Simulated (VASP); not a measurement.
A run of VASP 6.6.1:

The input INCAR:

```
  PREC = Accurate
  ENCUT = 520
  EDIFF = 1E-6
  ISMEAR = 0
  SIGMA = 0.1
  LREAL = F
  LASPH = T
  NELM = 80
  ALGO = Fast
  ISIF = 2
  LWAVE = F
  LCHARG = F
  GGA = PE
  NBANDS = 28
```

File KPOINTS:

```
Automatic mesh
0
Gamma
  6 6 6
```

The input POSCAR:

```
Sn2Ge
1.0
    0.0000000000      2.5115668900      6.7117850100
    2.2372616700      0.0000000000      6.7117850100
    2.2372616700      2.5115668900      0.0000000000
Sn Ge
2 1
Direct
    0.8333333300      0.8333333300      0.1666666700
    0.1666666700      0.1666666700      0.8333333300
    0.5000000000      0.5000000000      0.5000000000
```

Potentials or basis: VASP PAW PBE potentials, release 64 (Sn_d, Ge_d).

Command:

```console
$ cat potpaw_PBE.64/Sn_d/POTCAR potpaw_PBE.64/Ge_d/POTCAR > POTCAR
$ mpirun -np 1 vasp_std > vasp.out
```

Hardware: 1 thread of Intel(R) Xeon(R) Platinum 8488C (Sapphire Rapids) (shared host).

Q: Estimate the wall time of this run.

A: It took 3 min on 1 thread of Intel(R) Xeon(R) Platinum 8488C (Sapphire Rapids) (shared host), peak memory 0.3 GiB. Counts: scf iterations 16, k points 46.
